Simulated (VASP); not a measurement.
# Fe (Immm) in VASP: further runs

The runs below take Fe through single point, with PBE.

All numbers are computed with VASP 6.6.1; they aren't measurements. Logs are shortened: lines on timing, memory, paths and dates and some standing lists are left out, and cuts for length are marked.

## (1) The cell of the first run

The structure is orthorhombic, space group Immm (No. 71). Conventional cell: a = 2.520 Å, b = 2.832 Å, c = 3.030 Å, α = 90.00°, β = 90.00°, γ = 90.00°. Fe (site symmetry mmm) has 14 Fe at 2.43 to 3.03 Å within 3.2 Å.

## (2) Single point, PBE, collinear spin, ferromagnetic start (normal strain along x -0.1100, normal strain along z +0.0700)

INCAR reads:

```
SYSTEM = Fe
ALGO     = Normal         ! electronic algorithm
EDIFF    = 1E-6           ! SCF threshold, eV
ENCUT    = 520            ! plane-wave cutoff, eV
GGA      = PE             ! functional
ISIF     = 2              ! what is computed and relaxed
ISMEAR   = 0              ! smearing method
ISPIN    = 2              ! spin polarisation
LASPH    = .TRUE.         ! aspherical terms in the spheres
LCHARG   = .FALSE.        ! write CHGCAR
LMAXMIX  = 4              ! l up to which the mixer works
LORBIT   = 11             ! projections on sites
LREAL    = .FALSE.        ! projectors in reciprocal space
LWAVE    = .FALSE.        ! write WAVECAR
MAGMOM   = 2.44           ! initial moments
NBANDS   = 14             ! bands
NELM     = 150            ! most SCF steps
PREC     = Accurate       ! precision mode
SIGMA    = 0.15           ! smearing width, eV
```

KPOINTS reads:

```
k-points
0
G
  10 10 10
  0 0 0
```

POSCAR reads:

```
Fe
1.0
   -1.2600398249      1.4157750842      1.5148793401
    1.2600398249     -1.4157750842      1.5148793401
    1.2600398249      1.4157750842     -1.5148793401
Fe
1
Direct
    0.0000000000      0.0000000000      0.0000000000
```

Potentials or basis: VASP PAW PBE potentials, release 64 (Fe).

Run with:

```
$ cat potpaw_PBE.64/Fe/POTCAR > POTCAR
$ mpirun -np 1 vasp_std > vasp.out
```

OUTCAR:

```text
SYSTEM = Fe
   EDIFF = 1E-6
   ENCUT = 520
   GGA = PE
   ISIF = 2
   ISMEAR = 0
   ISPIN = 2
   LASPH = .TRUE.
   LORBIT = 11
   LREAL = .FALSE.
   NELM = 150
   PREC = Accurate

 ion  position               nearest neighbor table
   1  0.000  0.000  0.000-

  LATTYP: Found a body centered orthorhombic cell.
 ALAT       =     2.5200796498
 B/A-ratio  =     1.1235955057
 C/A-ratio  =     1.2022471911

  Lattice vectors:

 A1 = (  -1.2600398249,   1.4157750842,   1.5148793401)
 A2 = (   1.2600398249,  -1.4157750842,   1.5148793401)
 A3 = (   1.2600398249,   1.4157750842,  -1.5148793401)

Analysis of symmetry for initial positions (statically):
=====================================================================
 Subroutine PRICEL returns:
 Original cell was already a primitive cell.

 Routine SETGRP: Setting up the symmetry group for a
 body centered orthorhombic supercell.

 Subroutine GETGRP returns: Found  8 space group operations
 (whereof  8 operations were pure point group operations)
 out of a pool of  8 trial point group operations.

The static configuration has the point symmetry D_2h.

Analysis of symmetry for dynamics (positions and initial velocities):
=====================================================================
 Subroutine PRICEL returns:
 Original cell was already a primitive cell.

 Routine SETGRP: Setting up the symmetry group for a
 body centered orthorhombic supercell.

 Subroutine GETGRP returns: Found  8 space group operations
 (whereof  8 operations were pure point group operations)
 out of a pool of  8 trial point group operations.

The dynamic configuration has the point symmetry D_2h.

Analysis of structural, dynamic, and magnetic symmetry:
=====================================================================
 Subroutine PRICEL returns:
 Original cell was already a primitive cell.

 Routine SETGRP: Setting up the symmetry group for a
 body centered orthorhombic supercell.

 Subroutine GETGRP returns: Found  8 space group operations
 (whereof  8 operations were pure point group operations)
 out of a pool of  8 trial point group operations.

The overall configuration has the point symmetry D_2h.

 Subroutine INISYM returns: Found  8 space group operations
 (whereof  8 operations are pure point group operations),
 and found     1 'primitive' translations

----------------------------------------------------------------------------------------

                                     Primitive cell

  volume of cell :      10.8098

  direct lattice vectors                    reciprocal lattice vectors
    -1.260039825  1.415775084  1.514879340     0.000000000  0.353163441  0.330059290
     1.260039825 -1.415775084  1.514879340     0.396812855  0.000000000  0.330059290
     1.260039825  1.415775084 -1.514879340     0.396812855  0.353163441  0.000000000

  length of vectors
     2.426309721  2.426309721  2.426309721     0.483387578  0.516139106  0.531210747

  position of ions in fractional coordinates (direct lattice)
     0.000000000  0.000000000  0.000000000

  ion indices of the primitive-cell ions
   primitive index   ion index
                 1           1

----------------------------------------------------------------------------------------

 KPOINTS: k-points

Automatic generation of k-mesh.
 Grid dimensions read from file:
 generate k-points for:   10   10   10

 Generating k-lattice:

  Cartesian coordinates                     Fractional coordinates (reciprocal lattice)
     0.000000000  0.035316344  0.033005929     0.100000000  0.000000000  0.000000000
     0.039681285  0.000000000  0.033005929    -0.000000000  0.100000000  0.000000000
     0.039681285  0.035316344  0.000000000    -0.000000000  0.000000000  0.100000000

  Length of vectors
     0.048338758  0.051613911  0.053121075

  Shift w.r.t. Gamma in fractional coordinates (k-lattice)
     0.000000000  0.000000000  0.000000000

 Subroutine IBZKPT returns following result:
 ===========================================

 Found    171 irreducible k-points:

 Following reciprocal coordinates:
            Coordinates               Weight
  0.000000  0.000000  0.000000      1.000000
  0.100000 -0.000000  0.000000      4.000000
  0.200000 -0.000000  0.000000      4.000000
  0.300000  0.000000  0.000000      4.000000
  0.400000  0.000000  0.000000      4.000000
  0.500000 -0.000000  0.000000      2.000000
[... 16 lines left out ...]
 -0.400000  0.200000 -0.000000      8.000000
 -0.300000  0.200000 -0.000000      8.000000
 [... further k-points ...]
   k-points           NKPTS =    171   k-points in BZ     NKDIM =    171   number of bands    NBANDS=     14
   number of dos      NEDOS =    301   number of ions     NIONS =      1
   total plane-waves  NPLWV =   5832
   dimension x,y,z NGX =    18 NGY =   18 NGZ =   18
   dimension x,y,z NGXF=    36 NGYF=   36 NGZF=   36
   ions per type =               1
   NGX,Y,Z   is equivalent  to a cutoff of  12.33, 12.33, 12.33 a.u.
   NGXF,Y,Z  is equivalent  to a cutoff of  24.67, 24.67, 24.67 a.u.
 SYSTEM =  Fe
   PREC   = accura    normal or accurate (medium, high low for compatibility)
   ISTART =      0    job   : 0-new  1-cont  2-samecut
   ICHARG =      2    charge: 1-file 2-atom 10-const
   ISPIN  =      2    spin polarized calculation?
   LNONCOLLINEAR =      F non collinear calculations
   LSORBIT =      F    spin-orbit coupling
   LASPH  =      T    aspherical Exc in radial PAW
   ENCUT  =  520.0 eV  38.22 Ry    6.18 a.u.   4.51  4.51  4.51*2*pi/ulx,y,z
   NELM   =    150;   NELMIN=  2; NELMDL= -5     # of ELM steps
   EDIFF  = 0.1E-05   stopping-criterion for ELM
   LREAL  =      F    real-space projection
   EDIFFG = 0.1E-04   stopping-criterion for IOM
   NSW    =      0    number of steps for IOM
   IBRION =     -1    ionic relax: 0-MD 1-quasi-New 2-CG
   NFREE  =      0    steps in history (QN), initial steepest desc. (CG)
   ISIF   =      2    stress and relaxation
   ISYM   =      2    0-nonsym 1-usesym 2-fastsym
   POTIM  = 0.5000    time-step for ionic-motion
   TEBEG  =    0.0;   TEEND  =   0.0 temperature during run
   PSTRESS=    0.0 pullay stress
   NELECT =       8.0000    total number of electrons
   NUPDOWN=      -1.0000    fix difference up-down
   EMIN   =  10.00;   EMAX   =-10.00  energy-range for DOS
   EFERMI =   0.00;   METHOD = LEGACY
   ISMEAR =     0;   SIGMA  =   0.15  broadening in eV -4-tet -1-fermi 0-gaus
   EFERMI_NEDOS =   21; number of points for ismear=-14 and -15
   IALGO  =     38    algorithm
   IMIX   =      4    mixing-type and parameters
     AMIX     =   0.40;   BMIX     =  1.00
     AMIX_MAG =   1.60;   BMIX_MAG =  1.00
  volume/ion in A,a.u.               =      10.81        72.95
  Fermi-wavevector in a.u.,A,eV,Ry     =   1.480810  2.798325 29.834827  2.192798
  Thomas-Fermi vector in A             =   2.594798
   LORBIT       =     11    0 simple, 1 ext, 2 COOP (PROOUT), +10 PAW based schemes
   GGA     = PE    functional components
   LHFCALC =     F    Hartree Fock is set to
   AEXX    =    0.0000 exact exchange contribution
   IVDW    =     0    specifies the selected vdW correction
   LEPSILON=     F    determine dielectric tensor
   LRPA    =     F    only Hartree local field effects (RPA)
 spin polarized calculation
 Gauss-broadening in eV      SIGMA  =   0.15
  energy-cutoff  :      520.00
  volume of cell :       10.81
 maximum number of plane-waves:       303
 NGX is ok and might be reduce to    18
   NGX =  9   NGY =  9   NGZ =  9

 number of electron       7.9999996 magnetization       2.1220915

 Free energy of the ion-electron system (eV)
  ---------------------------------------------------
  ext. energy  EPLUGINS =         0.00000000
  ---------------------------------------------------
  free energy    TOTEN  =        -8.13633277 eV

  energy without entropy =       -8.12295152  energy(sigma->0) =       -8.12964214

 E-fermi :   6.4617     XC(G=0): -13.3965

 val. band max:        6.4612726747   @ k =   0.4000   0.5000   0.0000
 cond. band min:       6.4627368678   @ k =  -0.4000   0.4000   0.1000
 fundamental gap:      0.0014641932
 Fermi energy:         6.4617320330

 spin component 1

 k-point     1 :       0.0000    0.0000    0.0000
  band No.  band energies     occupation
      1      -2.3890      1.00000
      2       3.4624      1.00000
      3       4.2744      1.00000
      4       4.5153      1.00000
      5       4.6554      1.00000
      6       5.5908      1.00000
      7      29.8992      0.00000
      8      30.8702      0.00000
      9      34.7141      0.00000
     10      36.2530      0.00000
     11      36.5448      0.00000
     12      38.1746      0.00000
     13      38.9698      0.00000
     14      40.9203      0.00000
[... 375 lines left out ...]
 k-point    24 :      -0.3000    0.2000   -0.0000
  band No.  band energies     occupation
      1       0.2777      1.00000
      2       3.0706      1.00000
      3       3.8526      1.00000
      4       5.0061      1.00000
      5       5.4719      1.00000
      6       5.6740      1.00000
      7      23.6948      0.00000
      8      25.1651      0.00000
      9      28.6852      0.00000
     10      31.2570      0.00000
     11      37.1687      0.00000
     12      40.3127      0.00000
     13      43.3603      0.00000
     14      45.3073      0.00000

 [... further k-points ...]

 spin component 2

 k-point     1 :       0.0000    0.0000    0.0000
  band No.  band energies     occupation
      1      -2.1798      1.00000
      2       5.0902      1.00000
      3       6.1668      0.99729
      4       6.5946      0.10523
      5       7.0184      0.00000
      6       8.4746      0.00000
      7      29.7580      0.00000
      8      30.8503      0.00000
      9      34.6213      0.00000
     10      36.6573      0.00000
     11      37.1589      0.00000
     12      38.9248      0.00000
     13      39.0914      0.00000
     14      41.5150      0.00000
[... 375 lines left out ...]
 k-point    24 :      -0.3000    0.2000   -0.0000
  band No.  band energies     occupation
      1       0.6022      1.00000
      2       4.6555      1.00000
      3       5.7280      1.00000
      4       7.1777      0.00000
      5       7.7350      0.00000
      6       8.2591      0.00000
      7      24.2694      0.00000
      8      25.6795      0.00000
      9      29.1905      0.00000
     10      31.6691      0.00000
     11      37.7320      0.00000
     12      40.4205      0.00000
     13      43.8216      0.00000
     14      45.6328      0.00000

 [... further k-points ...]
[... 5 lines left out ...]
  --------------------------------------------------------------------------------------
  -------------------------------------------------------------------------------------
  Total        2.0209567      0.3895184      0.2384819     -0.0000000      0.0000000      0.0000000
  in kB      299.5373741     57.7327164     35.3467452     -0.0000000      0.0000000      0.0000000
  external PRESSURE =     130.8722786 kB  Pullay stress =       0.0000000 kB

 VOLUME and BASIS-vectors are now :
 -----------------------------------------------------------------------------
  energy-cutoff  :      520.00
  volume of cell :       10.81
      direct lattice vectors                 reciprocal lattice vectors
    -1.260039825  1.415775084  1.514879340     0.000000000  0.353163441  0.330059290
     1.260039825 -1.415775084  1.514879340     0.396812855  0.000000000  0.330059290
     1.260039825  1.415775084 -1.514879340     0.396812855  0.353163441  0.000000000

 POSITION                                       TOTAL-FORCE (eV/Angst)
 -----------------------------------------------------------------------------------
      0.00000      0.00000      0.00000         0.000000      0.000000      0.000000
 -----------------------------------------------------------------------------------
    total drift:                                0.000000      0.000000      0.000000

  FREE ENERGIE OF THE ION-ELECTRON SYSTEM (eV)
  ---------------------------------------------------
  free  energy   TOTEN  =        -8.1363327662 eV

  energy  without entropy=       -8.1229515208  energy(sigma->0) =       -8.12964214

 total charge

# of ion       s       p       d       tot
------------------------------------------
    1        0.514   0.588   6.283   7.385

 magnetization (x)

# of ion       s       p       d       tot
------------------------------------------
    1       -0.013  -0.047   2.166   2.107
```

It took 21 s on 1 thread of Intel Xeon 6975P-C (Granite Rapids), shared host; peak memory 0.15 GiB.

What came out:

| Quantity | Value |
| --- | --- |
| Free energy | -8.1363 eV |
| Pressure | 13.1 GPa |
| Net moment | 2.12 μB per cell |
| Site moments | Fe +2.11 μB |
| Valence electrons inside the program's atomic spheres | Fe 7.38 |

Caveat: the cell differs from its parent crystal (normal strain along x -0.1100, normal strain along z +0.0700).

## (3) Single point, PBE, collinear spin, ferromagnetic start (normal strain along x +0.0367, normal strain along z -0.0700)

INCAR reads:

```
SYSTEM = Fe
PREC = Accurate ; ENCUT = 520
EDIFF = 1E-6 ; ISMEAR = 0
SIGMA = 0.15 ; LREAL = .False.
LASPH = .True. ; NELM = 150
ALGO = Normal ; ISIF = 2
LWAVE = .False. ; LCHARG = .False.
ISPIN = 2 ; MAGMOM = 2.44
LORBIT = 11 ; LMAXMIX = 4
GGA = PE ; NBANDS = 14
```

KPOINTS reads:

```
Automatic mesh
0
Gamma
  10 10 10
  0 0 0
```

POSCAR reads:

```
Fe
1.0
   -1.4677340298      1.4157750842      1.3166708283
    1.4677340298     -1.4157750842      1.3166708283
    1.4677340298      1.4157750842     -1.3166708283
Fe
1
Direct
    0.0000000000      0.0000000000      0.0000000000
```

Potentials or basis: VASP PAW PBE potentials, release 64 (Fe).

Run with:

```
$ cat potpaw_PBE.64/Fe/POTCAR > POTCAR
$ mpirun -np 1 vasp_std > vasp.out
```

It took 19 s on 1 thread of Intel Xeon 6975P-C (Granite Rapids), shared host; peak memory 0.15 GiB.

Results (log left out):

| Quantity | Value |
| --- | --- |
| Free energy | -8.2073 eV |
| Pressure | 8.7 GPa |
| Net moment | 2.14 μB per cell |
| Site moments | Fe +2.13 μB |
| Valence electrons inside the program's atomic spheres | Fe 7.35 |

Stress tensor (GPa, compression positive):
```
 1.75  0.00  0.00
 0.00  4.01  0.00
 0.00  0.00 20.24
```

Levels at points of the mesh, in eV from the Fermi level:
Spin up:
```
           k point  band 1  band 2  band 3  band 4  band 5  band 6  band 7  band 8  band 9  band 10
(0.00, 0.00, 0.00)   -8.72   -2.76   -2.28   -2.12   -1.48   -0.93   24.19   24.82   26.92    30.00
(0.50, 0.00, 0.00)   -5.21   -3.89   -1.04   -0.52    0.45    0.91    8.21   17.67   19.28    23.02
(0.00, 0.50, 0.00)   -5.18   -3.65   -1.33   -0.54    0.38    0.61    7.84   18.42   20.40    23.79
(0.50, 0.50, 0.00)   -5.16   -3.09   -1.51   -1.10   -0.06    0.33    7.01   20.05   22.89    25.49
(0.50, 0.50, 0.50)   -5.24   -5.01    0.03    0.12    0.26    8.31    9.66   12.68   14.87    16.69
```
Spin down:
```tsv
k point	band 1	band 2	band 3	band 4	band 5	band 6
(0.00, 0.00, 0.00)	-8.54	-1.03	-0.41	-0.16	1.08	1.90
(0.50, 0.00, 0.00)	-3.91	-2.32	1.06	1.63	2.13	2.56
(0.00, 0.50, 0.00)	-3.92	-2.01	0.74	1.29	2.10	2.52
(0.50, 0.50, 0.00)	-3.96	-1.33	0.05	0.86	1.69	2.53
(0.50, 0.50, 0.50)	-3.46	-3.23	2.23	2.25	2.30	8.58
```

Caveat: the cell differs from its parent crystal (normal strain along x +0.0367, normal strain along z -0.0700).
